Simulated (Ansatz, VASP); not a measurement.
**One calculation of Lu, two programs**

The input INCAR:

```
ALGO = Normal ; EDIFF = 1E-6
ENCUT = 520 ; GGA = PS
GGA_COMPAT = F ; ISIF = 2
ISMEAR = -1 ; LASPH = T
LCHARG = F ; LORBIT = 11
LORBMOM = T ; LREAL = F
LSORBIT = T ; LWAVE = F
MAGMOM = 0 0 0 0 0 0 ; NBANDS = 62
NELM = 150 ; PREC = Accurate
SIGMA = 0.05
```

File KPOINTS:

```
k-points
0
Gamma
  9 9 5
```

File POSCAR:

```
Lu
1.0
    3.5031000000      0.0000000000      0.0000000000
   -1.7515500000      3.0337735920      0.0000000000
    0.0000000000      0.0000000000      5.5509000000
Lu
2
Direct
    0.6666666667      0.3333333333      0.7500000000
    0.3333333333      0.6666666667      0.2500000000
```

File input.yaml:

```yaml
crystal:
  lattice:
    - [3.5031, 0.0, 0.0]
    - [-1.75155, 3.033773592, 0.0]
    - [0.0, 0.0, 5.5509]
  atoms:
    - { symbol: Lu, position: [0.6666666667, 0.3333333333, 0.75] }
    - { symbol: Lu, position: [0.3333333333, 0.6666666667, 0.25] }
hamiltonian:
  xc: pbesol
  pseudopotentials: { kind: paw_fr }
magnetization:
  noncollinear: true
  spin_orbit: true
kpoints:
  mp_grid: { grid: [9, 9, 5] }
  band_path:
    path:
      - [[0.0, 0.0, 0.0], [0.5, 0.0, 0.0], [0.3333333333, 0.3333333333, 0.0], [0.0, 0.0, 0.0], [0.0, 0.0, 0.5], [0.5, 0.0, 0.5], [0.3333333333, 0.3333333333, 0.5], [0.0, 0.0, 0.5]]
      - [[0.5, 0.0, 0.5], [0.5, 0.0, 0.0]]
      - [[0.3333333333, 0.3333333333, 0.0], [0.3333333333, 0.3333333333, 0.5]]
    npoints: 14
scf:
  occupations: { method: fermi_dirac, width: 0.05 }
  n_extra_bands: 6
output:
  forces: true
  stress: true
  eigenvalues: true
  fatbands: false
```

Alike in both runs: functional PBEsol; k mesh 9 × 9 × 5; occupations fermi-dirac, width 0.05 eV; non-collinear spin, spin-orbit coupling.

|  | VASP | Ansatz |
| --- | --- | --- |
| version | VASP 6.6.1 | Ansatz 0.2.0 |
| potentials or method | VASP PAW PBE potentials, release 64 (Lu) | Ansatz PAW |
| plane-wave cutoff (eV) | 520 | 420 |
| valence electrons in the cell | 50 | 50 |
| task | single point | band structure |

```csv
,VASP,Ansatz,Ansatz less VASP
pressure (GPa),-3.2,-3.4,-0.17
"traceless stress, the component that is largest in VASP (GPa)",-0.71,-0.68,+0.031
net moment per atom (μB),0.00,0.00,0.000
```

VASP's potentials were made for PBE, not for PBEsol.
